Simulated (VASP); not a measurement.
MgS:

```
CELL_PARAMETERS angstrom
0.00000 2.62805 2.58682
2.62805 0.00000 2.58682
2.62805 2.62805 0.00000
ATOMIC_POSITIONS crystal
Mg 0.00000 0.00000 0.00000
S 0.50000 0.50000 0.50000
```

This cell differs from its parent crystal: epitaxial xy strain +1.0%.

Base run:

```yaml
Program: VASP 6.6.1
Functional: r2SCAN
Potentials_or_basis: VASP PAW PBE potentials, release 64 (Mg, S)
Cutoff: 520 eV
k_mesh: 8 × 8 × 8
Occupations: gaussian, width 0.01 eV
Spin: no spin polarisation
```

Its results: band gap on the k mesh 3.33 eV (least direct gap 4.47 eV); pressure -1.6 GPa.

The run is repeated on the same cell with these changes: functional from r2SCAN to HSE06; k mesh from 8 × 8 × 8 to 6 × 6 × 6. What comes out?

Band gap on the k mesh 3.64 eV (least direct gap 4.65 eV); pressure -1.8 GPa.

Several settings changed at once.

Caveats: the PAW data sets were made with another functional, which shifts forces and pressure a little.

A k mesh can miss the band edges.
